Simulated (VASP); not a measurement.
# Zr3MoS (P4mm) in VASP: density of states with PBE

Aim: the density of states of Zr3MoS with PBE.

Program: VASP 6.6.1. These are calculated values, not measurements. Logs are shortened: lines on timing, memory, paths and dates and some standing lists are left out, and cuts for length are marked.

## Step 1: The cell of the first run

It takes space group P4mm (No. 99, tetragonal). The conventional cell has a = 3.481 Å, b = 3.481 Å, c = 8.372 Å, α = 90.00°, β = 90.00°, γ = 90.00°. Zr (site symmetry 4mm) has 1 S at 2.55 Å and 4 Mo at 2.91 Å and 1 Zr at 3.09 Å within 3.4 Å. Within 3.6 Å of Zr (site symmetry 4mm) lie 1 S at 2.74 Å and 4 Mo at 2.90 Å and 9 Zr at 3.09 to 3.48 Å. Within 3.3 Å of Zr (site symmetry 4mm) lie 4 S at 2.54 Å and 4 Zr at 3.26 Å. Within 3.8 Å of Mo (site symmetry 4mm) lie 9 Zr at 2.90 to 3.66 Å and 4 Mo at 3.48 Å. S (site symmetry 4mm) has 6 Zr at 2.54 to 2.74 Å within 3.3 Å.

## Step 2: Density of states, PBE

POSCAR

```
Zr3MoS
1.0
    3.4812959126      0.0000000000      0.0000000000
    0.0000000000      3.4812959126      0.0000000000
    0.0000000000      0.0000000000      8.3720351979
Zr Mo S
3 1 1
Direct
    0.0000000000      0.0000000000      0.3254167545
    0.0000000000      0.0000000000      0.6940855385
    0.5000000000      0.5000000000      0.9484666813
    0.5000000000      0.5000000000      0.5108690674
    0.0000000000      0.0000000000      0.0211619580
```

INCAR.step1

```
PREC = Accurate
ENCUT = 520
EDIFF = 1E-6
ISMEAR = 0
SIGMA = 0.1
LREAL = F
LASPH = T
NELM = 80
ALGO = Normal
ISIF = 2
LWAVE = F
LCHARG = T
LMAXMIX = 4
GGA = PE
NBANDS = 36
```

KPOINTS.step1

```
regular mesh
0
Gamma
  12 12 6
```

INCAR.step2

```
PREC = Accurate
ENCUT = 520
EDIFF = 1E-6
ISMEAR = -5
SIGMA = 0.1
LREAL = F
LASPH = T
NELM = 80
ALGO = Normal
ISIF = 2
LWAVE = F
LCHARG = F
LMAXMIX = 4
GGA = PE
LORBIT = 10
NBANDS = 36
NEDOS = 1001
ICHARG = 11
```

KPOINTS.step2

```
regular mesh
0
Gamma
  18 18 9
```

Potentials or basis: VASP PAW PBE potentials, release 64 (Zr_sv, Mo_sv, S).

On the command line:

```sh
cat potpaw_PBE.64/Zr_sv/POTCAR potpaw_PBE.64/Mo_sv/POTCAR potpaw_PBE.64/S/POTCAR > POTCAR
cp INCAR.step1 INCAR
cp KPOINTS.step1 KPOINTS
mpirun -np 1 vasp_std > vasp.out
cp INCAR.step2 INCAR
cp KPOINTS.step2 KPOINTS
mpirun -np 1 vasp_std > vasp.out
```

OUTCAR:

```text
PREC = Accurate
   ENCUT = 520
   EDIFF = 1E-6
   ISMEAR = -5
   LREAL = F
   LASPH = T
   NELM = 80
   ISIF = 2
   GGA = PE
   LORBIT = 10
   ICHARG = 11

 ion  position               nearest neighbor table
   1  0.000  0.000  0.325-   5 2.55   4 2.91   4 2.91   4 2.91   4 2.91   2 3.09
   2  0.000  0.000  0.694-   5 2.74   4 2.90   4 2.90   4 2.90   4 2.90   1 3.09   3 3.26   3 3.26
                             3 3.26   3 3.26
   3  0.500  0.500  0.948-   5 2.54   5 2.54   5 2.54   5 2.54   2 3.26   2 3.26   2 3.26   2 3.26
                             4 3.66
   4  0.500  0.500  0.511-   2 2.90   2 2.90   2 2.90   2 2.90   1 2.91   1 2.91   1 2.91   1 2.91
                             3 3.66
   5  0.000  0.000  0.021-   3 2.54   3 2.54   3 2.54   3 2.54   1 2.55   2 2.74

  LATTYP: Found a simple tetragonal cell.
 ALAT       =     3.4812959126
 C/A-ratio  =     2.4048616975

  Lattice vectors:

 A1 = (   3.4812959126,   0.0000000000,   0.0000000000)
 A2 = (   0.0000000000,   3.4812959126,   0.0000000000)
 A3 = (   0.0000000000,   0.0000000000,   8.3720351979)

Analysis of symmetry for initial positions (statically):
=====================================================================
 Subroutine PRICEL returns:
 Original cell was already a primitive cell.

 Routine SETGRP: Setting up the symmetry group for a
 simple tetragonal supercell.

 Subroutine GETGRP returns: Found  8 space group operations
 (whereof  8 operations were pure point group operations)
 out of a pool of 16 trial point group operations.

The static configuration has the point symmetry C_4v.

Analysis of symmetry for dynamics (positions and initial velocities):
=====================================================================
 Subroutine PRICEL returns:
 Original cell was already a primitive cell.

 Routine SETGRP: Setting up the symmetry group for a
 simple tetragonal supercell.

 Subroutine GETGRP returns: Found  8 space group operations
 (whereof  8 operations were pure point group operations)
 out of a pool of 16 trial point group operations.

The dynamic configuration has the point symmetry C_4v.

 Subroutine INISYM returns: Found  8 space group operations
 (whereof  8 operations are pure point group operations),
 and found     1 'primitive' translations

----------------------------------------------------------------------------------------

                                     Primitive cell

  volume of cell :     101.4642

  direct lattice vectors                    reciprocal lattice vectors
     3.481295913  0.000000000  0.000000000     0.287249353  0.000000000  0.000000000
     0.000000000  3.481295913  0.000000000     0.000000000  0.287249353  0.000000000
     0.000000000  0.000000000  8.372035198     0.000000000  0.000000000  0.119445269

  length of vectors
     3.481295913  3.481295913  8.372035198     0.287249353  0.287249353  0.119445269

  position of ions in fractional coordinates (direct lattice)
     0.000000000  0.000000000  0.325416754
     0.000000000  0.000000000  0.694085538
     0.500000000  0.500000000  0.948466681
     0.500000000  0.500000000  0.510869067
     0.000000000  0.000000000  0.021161958

  ion indices of the primitive-cell ions
   primitive index   ion index
                 1           1
                 2           2
                 3           3
                 4           4
                 5           5

----------------------------------------------------------------------------------------

 KPOINTS: regular mesh

Automatic generation of k-mesh.
 Grid dimensions read from file:
 generate k-points for:   18   18    9

 Generating k-lattice:

  Cartesian coordinates                     Fractional coordinates (reciprocal lattice)
     0.015958297  0.000000000  0.000000000     0.055555556  0.000000000  0.000000000
     0.000000000  0.015958297  0.000000000     0.000000000  0.055555556  0.000000000
     0.000000000  0.000000000  0.013271697     0.000000000  0.000000000  0.111111111

  Length of vectors
     0.015958297  0.015958297  0.013271697

  Shift w.r.t. Gamma in fractional coordinates (k-lattice)
     0.000000000  0.000000000  0.000000000

 TETIRR: Found   4383 inequivalent tetrahedra from    17496

 Subroutine IBZKPT returns following result:
 ===========================================

 Found    275 irreducible k-points:

 Following reciprocal coordinates:
            Coordinates               Weight
  0.000000  0.000000  0.000000      1.000000
  0.055556  0.000000  0.000000      4.000000
  0.111111  0.000000  0.000000      4.000000
  0.166667  0.000000  0.000000      4.000000
  0.222222  0.000000  0.000000      4.000000
  0.277778  0.000000  0.000000      4.000000
[... 16 lines left out ...]
  0.277778  0.111111  0.000000      8.000000
  0.333333  0.111111  0.000000      8.000000
 [... further k-points ...]
   k-points           NKPTS =    275   k-points in BZ     NKDIM =    275   number of bands    NBANDS=     36
   number of dos      NEDOS =   1001   number of ions     NIONS =      5
   total plane-waves  NPLWV =  50176
   dimension x,y,z NGX =    28 NGY =   28 NGZ =   64
   dimension x,y,z NGXF=    56 NGYF=   56 NGZF=  128
   ions per type =               3   1   1
   NGX,Y,Z   is equivalent  to a cutoff of  13.37, 13.37, 12.71 a.u.
   NGXF,Y,Z  is equivalent  to a cutoff of  26.74, 26.74, 25.42 a.u.
 SYSTEM =  unknown system
   PREC   = accura    normal or accurate (medium, high low for compatibility)
   ISTART =      0    job   : 0-new  1-cont  2-samecut
   ICHARG =     11    charge: 1-file 2-atom 10-const
   ISPIN  =      1    spin polarized calculation?
   LNONCOLLINEAR =      F non collinear calculations
   LSORBIT =      F    spin-orbit coupling
   LASPH  =      T    aspherical Exc in radial PAW
   ENCUT  =  520.0 eV  38.22 Ry    6.18 a.u.   6.47  6.47 15.57*2*pi/ulx,y,z
   NELM   =     80;   NELMIN=  2; NELMDL=  0     # of ELM steps
   EDIFF  = 0.1E-05   stopping-criterion for ELM
   LREAL  =      F    real-space projection
   EDIFFG = 0.1E-04   stopping-criterion for IOM
   NSW    =      0    number of steps for IOM
   IBRION =     -1    ionic relax: 0-MD 1-quasi-New 2-CG
   NFREE  =      0    steps in history (QN), initial steepest desc. (CG)
   ISIF   =      2    stress and relaxation
   ISYM   =      2    0-nonsym 1-usesym 2-fastsym
   POTIM  = 0.5000    time-step for ionic-motion
   TEBEG  =    0.0;   TEEND  =   0.0 temperature during run
   PSTRESS=    0.0 pullay stress
   NELECT =      56.0000    total number of electrons
   NUPDOWN=      -1.0000    fix difference up-down
   EMIN   =  10.00;   EMAX   =-10.00  energy-range for DOS
   EFERMI =   0.00;   METHOD = LEGACY
   ISMEAR =    -5;   SIGMA  =   0.10  broadening in eV -4-tet -1-fermi 0-gaus
   EFERMI_NEDOS =   21; number of points for ismear=-14 and -15
   IALGO  =     38    algorithm
   IMIX   =      4    mixing-type and parameters
     AMIX     =   0.40;   BMIX     =  1.00
     AMIX_MAG =   1.60;   BMIX_MAG =  1.00
  volume/ion in A,a.u.               =      20.29       136.94
  Fermi-wavevector in a.u.,A,eV,Ry     =   1.342868  2.537652 24.535296  1.803293
  Thomas-Fermi vector in A             =   2.470987
   LORBIT       =     10    0 simple, 1 ext, 2 COOP (PROOUT), +10 PAW based schemes
   GGA     = PE    functional components
   LHFCALC =     F    Hartree Fock is set to
   AEXX    =    0.0000 exact exchange contribution
   IVDW    =     0    specifies the selected vdW correction
   LEPSILON=     F    determine dielectric tensor
   LRPA    =     F    only Hartree local field effects (RPA)
 non-spin polarized calculation
 Fermi weights with tetrahedron method with Bloechl corrections
  energy-cutoff  :      520.00
  volume of cell :      101.46
 maximum number of plane-waves:      2776
 NGX is ok and might be reduce to    28

 number of electron      56.0000002 magnetization

 Free energy of the ion-electron system (eV)
  ---------------------------------------------------
  ext. energy  EPLUGINS =         0.00000000
  ---------------------------------------------------
  free energy    TOTEN  =       -43.69433132 eV

  energy without entropy =      -43.69433132  energy(sigma->0) =      -43.69433132

 E-fermi :   9.2662     XC(G=0): -11.3383

 val. band max:        9.2841057501   @ k =   0.4444   0.0556   0.4444
 cond. band min:       9.2610582661   @ k =   0.4444   0.0000   0.0000
 fundamental gap:     -0.0230474840
 Fermi energy:         9.2662067351

 k-point     1 :       0.0000    0.0000    0.0000
  band No.  band energies     occupation
      1     -50.8080      2.00000
      2     -39.8982      2.00000
      3     -39.4079      2.00000
      4     -39.0504      2.00000
      5     -24.9493      2.00000
      6     -24.8635      2.00000
[... 28 lines left out ...]
     35      11.4584      0.00000
     36      11.7459      0.00000

 k-point     2 :       0.0556    0.0000    0.0000
  band No.  band energies     occupation
      1     -50.8078      2.00000
      2     -39.8975      2.00000
      3     -39.4074      2.00000
      4     -39.0500      2.00000
      5     -24.9495      2.00000
      6     -24.8663      2.00000
[... 28 lines left out ...]
     35      11.5119      0.00000
     36      11.8350      0.00000

 k-point     3 :       0.1111    0.0000    0.0000
  band No.  band energies     occupation
      1     -50.8073      2.00000
      2     -39.8955      2.00000
      3     -39.4061      2.00000
      4     -39.0488      2.00000
      5     -24.9499      2.00000
      6     -24.8743      2.00000
[... 28 lines left out ...]
     35      11.6049      0.00000
     36      11.9023      0.00000

 k-point     4 :       0.1667    0.0000    0.0000
  band No.  band energies     occupation
      1     -50.8065      2.00000
      2     -39.8925      2.00000
      3     -39.4040      2.00000
      4     -39.0469      2.00000
      5     -24.9506      2.00000
      6     -24.8866      2.00000
[... 28 lines left out ...]
     35      11.7137      0.00000
     36      11.7234      0.00000

 k-point     5 :       0.2222    0.0000    0.0000
  band No.  band energies     occupation
      1     -50.8055      2.00000
      2     -39.8887      2.00000
      3     -39.4015      2.00000
      4     -39.0446      2.00000
      5     -24.9514      2.00000
      6     -24.9015      2.00000
[... 655 lines left out ...]
 k-point    22 :       0.2222    0.1111    0.0000
  band No.  band energies     occupation
      1     -50.8048      2.00000
      2     -39.8862      2.00000
      3     -39.3996      2.00000
      4     -39.0428      2.00000
      5     -24.9507      2.00000
      6     -24.9007      2.00000
[... 28 lines left out ...]
     35      11.7368      0.00000
     36      12.1231      0.00000

 k-point    23 :       0.2778    0.1111    0.0000
  band No.  band energies     occupation
      1     -50.8038      2.00000
      2     -39.8823      2.00000
      3     -39.3970      2.00000
      4     -39.0402      2.00000
      5     -24.9511      2.00000
      6     -24.9168      2.00000
[... 28 lines left out ...]
     35      11.7489      0.00000
     36      12.1524      0.00000

 k-point    24 :       0.3333    0.1111    0.0000
  band No.  band energies     occupation
      1     -50.8028      2.00000
      2     -39.8786      2.00000
      3     -39.3944      2.00000
      4     -39.0379      2.00000
      5     -24.9515      2.00000
      6     -24.9319      2.00000
[... 28 lines left out ...]
     35      11.6458      0.00000
     36      12.0464      0.00000

 [... further k-points ...]

------------------------ aborting loop because EDIFF is reached ----------------------------------------

  FORCE on cell =-STRESS in cart. coord.  units (eV):
  Direction    XX          YY          ZZ          XY          YZ          ZX
  --------------------------------------------------------------------------------------
  -------------------------------------------------------------------------------------
  Total       -0.0025079     -0.0025079      0.1040855      0.0000000      0.0000000      0.0000000
  in kB       -0.0396005     -0.0396005      1.6435687      0.0000000      0.0000000      0.0000000
  external PRESSURE =       0.5214559 kB  Pullay stress =       0.0000000 kB

 VOLUME and BASIS-vectors are now :
 -----------------------------------------------------------------------------
  energy-cutoff  :      520.00
  volume of cell :      101.46
      direct lattice vectors                 reciprocal lattice vectors
     3.481295913  0.000000000  0.000000000     0.287249353  0.000000000  0.000000000
     0.000000000  3.481295913  0.000000000     0.000000000  0.287249353  0.000000000
     0.000000000  0.000000000  8.372035198     0.000000000  0.000000000  0.119445269

 POSITION                                       TOTAL-FORCE (eV/Angst)
 -----------------------------------------------------------------------------------
      0.00000      0.00000      2.72440         0.000000      0.000000      0.021773
      0.00000      0.00000      5.81091        -0.000000     -0.000000      0.022877
      1.74065      1.74065      7.94060         0.000000     -0.000000      0.001255
      1.74065      1.74065      4.27701         0.000000     -0.000000     -0.027107
      0.00000      0.00000      0.17717         0.000000     -0.000000     -0.018798
 -----------------------------------------------------------------------------------
    total drift:                                0.000000      0.000000      0.004054

  FREE ENERGIE OF THE ION-ELECTRON SYSTEM (eV)
  ---------------------------------------------------
  free  energy   TOTEN  =       -43.6943313185 eV

  energy  without entropy=      -43.6943313185  energy(sigma->0) =      -43.69433132

 total charge

# of ion       s       p       d       tot
------------------------------------------
    1        2.214   5.971   1.615   9.800
    2        2.219   5.988   1.622   9.828
    3        2.158   5.987   1.721   9.866
    4        2.350   6.103   3.971  12.424
    5        1.320   2.492   0.000   3.812
--------------------------------------------------
tot         10.261  26.541   8.929  45.731
```

Run time: 17 min. Hardware: 1 thread of Oxide Virtual Turin-like, shared host; peak memory 0.85 GiB.

Results:

| Quantity | Value |
| --- | --- |
| Valence electrons inside the program's atomic spheres | Zr 9.80, 9.83, 9.87; Mo 12.42; S 3.81 |

Caveat: tetrahedron occupations give inexact forces and stress in metals.
